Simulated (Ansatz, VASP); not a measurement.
## Cu in VASP and in Ansatz

```
CELL_PARAMETERS angstrom
-1.44279 1.44279 1.37608
1.44279 -1.44279 1.37608
1.44279 1.44279 -1.37608
ATOMIC_POSITIONS crystal
Cu 0.00000 0.00000 0.00000
```

Alike in both runs: task single point; functional PBE; k mesh 13 × 13 × 13; occupations gaussian, width 0.015 eV; no spin polarisation.

|  | VASP | Ansatz |
| --- | --- | --- |
| version | VASP 6.6.1 | Ansatz 0.2.0 |
| potentials or method | VASP PAW PBE potentials, release 64 (Cu) | Ansatz PAW |
| plane-wave cutoff (eV) | 520 | 420 |
| valence electrons in the cell | 11 | 19 |

|  | VASP | Ansatz | Ansatz less VASP |
| --- | --- | --- | --- |
| gap on the k mesh at the Fermi level (eV) | none | none | - |
| pressure (GPa) | 8.3 | 7.2 | -1.04 |
| traceless stress, the component that is largest in VASP (GPa) | -0.05 | 0.19 | +0.243 |

A gap of «none» marks a metal or a gap that the smearing closes. VASP's potentials hold 11 valence electrons a cell and Ansatz's 19, so a difference there can come from the potentials and not from the codes.
